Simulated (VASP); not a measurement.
# BaTiO3 (Pm-3m) in VASP: a series of runs

The runs below take BaTiO3 through single point, with PBE+U.

All numbers are computed with VASP 6.6.1; they aren't measurements. Logs are shortened: lines on timing, memory, paths and dates and some standing lists are left out, and cuts for length are marked.

## 1. The cell of the first run

It takes space group Pm-3m (No. 221, cubic). The conventional cell has a = 4.006 Å, b = 4.006 Å, c = 4.006 Å, α = 90.00°, β = 90.00°, γ = 90.00°. Ba (site symmetry m-3m) has 12 O at 2.83 Å and 8 Ti at 3.47 Å within 3.7 Å. Within 2.7 Å of Ti (site symmetry m-3m) lie 6 O at 2.00 Å. O (site symmetry 4/mmm) has 2 Ti at 2.00 Å within 2.7 Å.

## 2. Single point, PBE+U

Contents of INCAR:

```
ALGO     = Normal         # electronic algorithm
EDIFF    = 1E-6           # SCF threshold, eV
ENCUT    = 520            # plane-wave cutoff, eV
GGA      = PE             # functional
ISIF     = 2              # what is computed and relaxed
ISMEAR   = 0              # smearing method
LASPH    = True           # aspherical terms in the spheres
LCHARG   = False          # write CHGCAR
LDAU     = True           # DFT+U
LDAUJ    = 0 0 0        
LDAUL    = -1 2 -1        # shell
LDAUPRINT= 1            
LDAUTYPE = 2            
LDAUU    = 0 2 0          # U, eV
LMAXMIX  = 4              # l up to which the mixer works
LREAL    = False          # projectors in reciprocal space
LWAVE    = False          # write WAVECAR
NBANDS   = 28             # bands
NELM     = 150            # most SCF steps
PREC     = Accurate       # precision mode
SIGMA    = 0.01           # smearing width, eV
```

Contents of KPOINTS:

```
k-points
0
Gamma
  6 6 6
```

Contents of POSCAR:

```
BaTiO3
1.0
    4.0060000000      0.0000000000      0.0000000000
    0.0000000000      4.0060000000      0.0000000000
    0.0000000000      0.0000000000      4.0060000000
Ba Ti O
1 1 3
Direct
    0.5000000000      0.5000000000      0.5000000000
    0.0000000000      0.0000000000      0.0000000000
    0.5000000000      0.0000000000      0.0000000000
    0.0000000000      0.5000000000      0.0000000000
    0.0000000000      0.0000000000      0.5000000000
```

Potentials or basis: VASP PAW PBE potentials, release 64 (Ba_sv, Ti_sv, O).

Started as:

```
$ cat potpaw_PBE.64/Ba_sv/POTCAR potpaw_PBE.64/Ti_sv/POTCAR potpaw_PBE.64/O/POTCAR > POTCAR
$ mpirun -np 1 vasp_std > vasp.out
```

OUTCAR:

```text
EDIFF = 1E-6
   ENCUT = 520
   GGA = PE
   ISIF = 2
   ISMEAR = 0
   LASPH = True
   LREAL = False
   NELM = 150
   PREC = Accurate

 ion  position               nearest neighbor table
   1  0.500  0.500  0.500-   3 2.83   4 2.83   5 2.83   3 2.83   4 2.83   3 2.83   5 2.83   3 2.83
                             4 2.83   5 2.83   4 2.83   5 2.83   2 3.47   2 3.47   2 3.47   2 3.47
   2  0.000  0.000  0.000-   3 2.00   4 2.00   5 2.00   5 2.00   4 2.00   3 2.00   1 3.47   1 3.47
                             1 3.47   1 3.47   1 3.47   1 3.47   1 3.47   1 3.47
   3  0.500  0.000  0.000-   2 2.00   2 2.00   1 2.83   1 2.83   1 2.83   1 2.83
   4  0.000  0.500  0.000-   2 2.00   2 2.00   1 2.83   1 2.83   1 2.83   1 2.83
   5  0.000  0.000  0.500-   2 2.00   2 2.00   1 2.83   1 2.83   1 2.83   1 2.83

  LATTYP: Found a simple cubic cell.
 ALAT       =     4.0060000000

  Lattice vectors:

 A1 = (   4.0060000000,   0.0000000000,   0.0000000000)
 A2 = (   0.0000000000,   4.0060000000,   0.0000000000)
 A3 = (   0.0000000000,   0.0000000000,   4.0060000000)

Analysis of symmetry for initial positions (statically):
=====================================================================
 Subroutine PRICEL returns:
 Original cell was already a primitive cell.

 Routine SETGRP: Setting up the symmetry group for a
 simple cubic supercell.

 Subroutine GETGRP returns: Found 48 space group operations
 (whereof 48 operations were pure point group operations)
 out of a pool of 48 trial point group operations.

The static configuration has the point symmetry O_h .

Analysis of symmetry for dynamics (positions and initial velocities):
=====================================================================
 Subroutine PRICEL returns:
 Original cell was already a primitive cell.

 Routine SETGRP: Setting up the symmetry group for a
 simple cubic supercell.

 Subroutine GETGRP returns: Found 48 space group operations
 (whereof 48 operations were pure point group operations)
 out of a pool of 48 trial point group operations.

The dynamic configuration has the point symmetry O_h .

 Subroutine INISYM returns: Found 48 space group operations
 (whereof 48 operations are pure point group operations),
 and found     1 'primitive' translations

----------------------------------------------------------------------------------------

                                     Primitive cell

  volume of cell :      64.2884

  direct lattice vectors                    reciprocal lattice vectors
     4.006000000  0.000000000  0.000000000     0.249625562  0.000000000  0.000000000
     0.000000000  4.006000000  0.000000000     0.000000000  0.249625562  0.000000000
     0.000000000  0.000000000  4.006000000     0.000000000  0.000000000  0.249625562

  length of vectors
     4.006000000  4.006000000  4.006000000     0.249625562  0.249625562  0.249625562

  position of ions in fractional coordinates (direct lattice)
     0.500000000  0.500000000  0.500000000
     0.000000000  0.000000000  0.000000000
     0.500000000  0.000000000  0.000000000
     0.000000000  0.500000000  0.000000000
     0.000000000  0.000000000  0.500000000

  ion indices of the primitive-cell ions
   primitive index   ion index
                 1           1
                 2           2
                 3           3
                 4           4
                 5           5

----------------------------------------------------------------------------------------

 KPOINTS: k-points

Automatic generation of k-mesh.
 Grid dimensions read from file:
 generate k-points for:    6    6    6

[... 47 lines left out ...]
   NGXF,Y,Z  is equivalent  to a cutoff of  24.90, 24.90, 24.90 a.u.
 SYSTEM =  unknown system
   PREC   = accura    normal or accurate (medium, high low for compatibility)
   ISTART =      0    job   : 0-new  1-cont  2-samecut
   ICHARG =      2    charge: 1-file 2-atom 10-const
   ISPIN  =      1    spin polarized calculation?
   LNONCOLLINEAR =      F non collinear calculations
   LSORBIT =      F    spin-orbit coupling
   LASPH  =      T    aspherical Exc in radial PAW
   ENCUT  =  520.0 eV  38.22 Ry    6.18 a.u.   7.45  7.45  7.45*2*pi/ulx,y,z
   NELM   =    150;   NELMIN=  2; NELMDL= -5     # of ELM steps
   EDIFF  = 0.1E-05   stopping-criterion for ELM
   LREAL  =      F    real-space projection
   EDIFFG = 0.1E-04   stopping-criterion for IOM
   NSW    =      0    number of steps for IOM
   IBRION =     -1    ionic relax: 0-MD 1-quasi-New 2-CG
   NFREE  =      0    steps in history (QN), initial steepest desc. (CG)
   ISIF   =      2    stress and relaxation
   ISYM   =      2    0-nonsym 1-usesym 2-fastsym
   POTIM  = 0.5000    time-step for ionic-motion
   TEBEG  =    0.0;   TEEND  =   0.0 temperature during run
   PSTRESS=    0.0 pullay stress
   NELECT =      40.0000    total number of electrons
   NUPDOWN=      -1.0000    fix difference up-down
   EMIN   =  10.00;   EMAX   =-10.00  energy-range for DOS
   EFERMI =   0.00;   METHOD = LEGACY
   ISMEAR =     0;   SIGMA  =   0.01  broadening in eV -4-tet -1-fermi 0-gaus
   EFERMI_NEDOS =   21; number of points for ismear=-14 and -15
   IALGO  =     38    algorithm
   IMIX   =      4    mixing-type and parameters
     AMIX     =   0.40;   BMIX     =  1.00
     AMIX_MAG =   1.60;   BMIX_MAG =  1.00
  volume/ion in A,a.u.               =      12.86        86.77
  Fermi-wavevector in a.u.,A,eV,Ry     =   1.397603  2.641087 26.576187  1.953295
  Thomas-Fermi vector in A             =   2.520843
   LORBIT       =      0    0 simple, 1 ext, 2 COOP (PROOUT), +10 PAW based schemes
 LDA+U is selected, type is set to LDAUTYPE =  2
   angular momentum for each species LDAUL =    -1    2   -1
   U (eV)           for each species LDAUU =   0.0  2.0  0.0
   J (eV)           for each species LDAUJ =   0.0  0.0  0.0
   GGA     = PE    functional components
   LHFCALC =     F    Hartree Fock is set to
   AEXX    =    0.0000 exact exchange contribution
   IVDW    =     0    specifies the selected vdW correction
   LEPSILON=     F    determine dielectric tensor
   LRPA    =     F    only Hartree local field effects (RPA)
 non-spin polarized calculation
 Gauss-broadening in eV      SIGMA  =   0.01
  energy-cutoff  :      520.00
  volume of cell :       64.29
 maximum number of plane-waves:      1755
 NGX is ok and might be reduce to    30
   NGX = 15   NGY = 15   NGZ = 15

atom =   2  type =  2  l = 2

 onsite density matrix

spin component  1

  0.1135 -0.0000  0.0000  0.0000 -0.0000
 -0.0000  0.1135 -0.0000  0.0000 -0.0000
  0.0000 -0.0000  0.2413 -0.0000  0.0000
  0.0000  0.0000 -0.0000  0.1135  0.0000
 -0.0000 -0.0000  0.0000  0.0000  0.2413

spin component  2

  0.1135 -0.0000  0.0000  0.0000 -0.0000
 -0.0000  0.1135 -0.0000  0.0000 -0.0000
  0.0000 -0.0000  0.2413 -0.0000  0.0000
  0.0000  0.0000 -0.0000  0.1135  0.0000
 -0.0000 -0.0000  0.0000  0.0000  0.2413

 occupancies and eigenvectors

  o =  0.1135  v =  0.0000  0.7292 -0.0000  0.6843  0.0000  0.0000  0.0000  0.0000  0.0000  0.0000      0.0000  0.0000  0.0000  0.0000  0.0000  0.0000  0.0000  0.0000  0.0000  0.0000
  o =  0.1135  v =  0.0000  0.0000  0.0000  0.0000  0.0000  0.0000  0.7292 -0.0000  0.6843  0.0000      0.0000  0.0000  0.0000  0.0000  0.0000  0.0000  0.0000  0.0000  0.0000  0.0000
  o =  0.1135  v =  0.0000  0.0000  0.0000  0.0000  0.0000  0.0000 -0.6843  0.0000  0.7292 -0.0000      0.0000  0.0000  0.0000  0.0000  0.0000  0.0000  0.0000  0.0000  0.0000  0.0000
  o =  0.1135  v =  0.0000 -0.6843  0.0000  0.7292 -0.0000  0.0000  0.0000  0.0000  0.0000  0.0000      0.0000  0.0000  0.0000  0.0000  0.0000  0.0000  0.0000  0.0000  0.0000  0.0000
  o =  0.1135  v =  0.0000  0.0000  0.0000  0.0000  0.0000  1.0000  0.0000  0.0000  0.0000  0.0000      0.0000  0.0000  0.0000  0.0000  0.0000  0.0000  0.0000  0.0000  0.0000  0.0000
  o =  0.1135  v =  1.0000  0.0000  0.0000  0.0000  0.0000  0.0000  0.0000  0.0000  0.0000  0.0000      0.0000  0.0000  0.0000  0.0000  0.0000  0.0000  0.0000  0.0000  0.0000  0.0000
  o =  0.2413  v =  0.0000 -0.0000  0.0062  0.0000  1.0000  0.0000  0.0000  0.0000  0.0000  0.0000      0.0000  0.0000  0.0000  0.0000  0.0000  0.0000  0.0000  0.0000  0.0000  0.0000
  o =  0.2413  v =  0.0000  0.0000  0.0000  0.0000  0.0000  0.0000 -0.0000  0.0062  0.0000  1.0000      0.0000  0.0000  0.0000  0.0000  0.0000  0.0000  0.0000  0.0000  0.0000  0.0000
  o =  0.2413  v =  0.0000 -0.0000  1.0000  0.0000 -0.0062  0.0000  0.0000  0.0000  0.0000  0.0000      0.0000  0.0000  0.0000  0.0000  0.0000  0.0000  0.0000  0.0000  0.0000  0.0000
  o =  0.2413  v =  0.0000  0.0000  0.0000  0.0000  0.0000  0.0000 -0.0000  1.0000  0.0000 -0.0062      0.0000  0.0000  0.0000  0.0000  0.0000  0.0000  0.0000  0.0000  0.0000  0.0000

 number of electron      39.9999976 magnetization

 Free energy of the ion-electron system (eV)
  ---------------------------------------------------
  ext. energy  EPLUGINS =         0.00000000
  ---------------------------------------------------
  free energy    TOTEN  =       -38.60697477 eV

  energy without entropy =      -38.60697477  energy(sigma->0) =      -38.60697477

 E-fermi :   3.9336     XC(G=0): -11.2501

 val. band max:        3.8834107476   @ k =   0.5000   0.5000   0.5000
 cond. band min:       5.8456544187   @ k =   0.0000   0.0000   0.0000
 fundamental gap:      1.9622436711
 Fermi energy:         3.9336485104

 k-point     1 :       0.0000    0.0000    0.0000
  band No.  band energies     occupation
      1     -53.3132      2.00000
      2     -29.4977      2.00000
      3     -29.4977      2.00000
      4     -29.4977      2.00000
      5     -20.9391      2.00000
      6     -13.0340      2.00000
[... 609 lines left out ...]
     27      11.5051      0.00000
     28      11.5051      0.00000

------------------------ aborting loop because EDIFF is reached ----------------------------------------

  FORCE on cell =-STRESS in cart. coord.  units (eV):
  Direction    XX          YY          ZZ          XY          YZ          ZX
  --------------------------------------------------------------------------------------
  -------------------------------------------------------------------------------------
  Total        1.9982983      1.9982983      1.9982983      0.0000000      0.0000000      0.0000000
  in kB       49.8009999     49.8009999     49.8009999      0.0000000      0.0000000      0.0000000
  external PRESSURE =      49.8009999 kB  Pullay stress =       0.0000000 kB

 VOLUME and BASIS-vectors are now :
 -----------------------------------------------------------------------------
  energy-cutoff  :      520.00
  volume of cell :       64.29
      direct lattice vectors                 reciprocal lattice vectors
     4.006000000  0.000000000  0.000000000     0.249625562  0.000000000  0.000000000
     0.000000000  4.006000000  0.000000000     0.000000000  0.249625562  0.000000000
     0.000000000  0.000000000  4.006000000     0.000000000  0.000000000  0.249625562

 POSITION                                       TOTAL-FORCE (eV/Angst)
 -----------------------------------------------------------------------------------
      2.00300      2.00300      2.00300         0.000000      0.000000      0.000000
      0.00000      0.00000      0.00000         0.000000      0.000000      0.000000
      2.00300      0.00000      0.00000         0.000000      0.000000      0.000000
      0.00000      2.00300      0.00000         0.000000      0.000000      0.000000
      0.00000      0.00000      2.00300         0.000000      0.000000      0.000000
 -----------------------------------------------------------------------------------
    total drift:                                0.000000     -0.000000      0.000000

  FREE ENERGIE OF THE ION-ELECTRON SYSTEM (eV)
  ---------------------------------------------------
  free  energy   TOTEN  =       -38.6069747708 eV

  energy  without entropy=      -38.6069747708  energy(sigma->0) =      -38.60697477
```

Wall time 68 s (1 thread of Intel Xeon 8259CL, shared host); peak memory 0.19 GiB.

Results:

- Free energy: -38.6070 eV
- Pressure: 5.0 GPa
- Band gap on the k mesh: 1.96 eV (least direct gap 2.13 eV)

Eigenvalues of the final occupation matrices:
| site | spin | trace | eigenvalues |
| --- | --- | --- | --- |
| site 2 d | 1 | 0.82 | 0.11 0.11 0.11 0.24 0.24 |
| site 2 d | 2 | 0.82 | 0.11 0.11 0.11 0.24 0.24 |

Caveat: the cell stands under pressure; spin-orbit coupling is left out, which moves the levels of the heavy elements. A k mesh can miss the band edges.

(Part 1 of 2 ends here.)
